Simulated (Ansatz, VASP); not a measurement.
## In in VASP and in Ansatz

```
CELL_PARAMETERS angstrom
3.09094 0.00000 0.00000
0.00000 3.09094 0.00000
0.00000 0.00000 3.09094
ATOMIC_POSITIONS crystal
In 0.00000 0.00000 0.00000
```

Alike in both runs: task single point; functional PBE; k mesh 11 × 11 × 11; occupations fermi-dirac, width 0.1 eV; no spin polarisation.

|  | VASP | Ansatz |
| --- | --- | --- |
| version | VASP 6.6.1 | Ansatz 0.2.0 |
| potentials or method | VASP PAW PBE potentials, release 64 (In_d), cutoff 520 eV | plane waves (420 eV) with PAW, scalar-relativistic |
| valence electrons in the cell | 13 | 13 |

Ansatz gave:

- pressure (GPa): 0.2

Problem. Estimate VASP's values.

Solution. Pressure (GPa): 0.1.
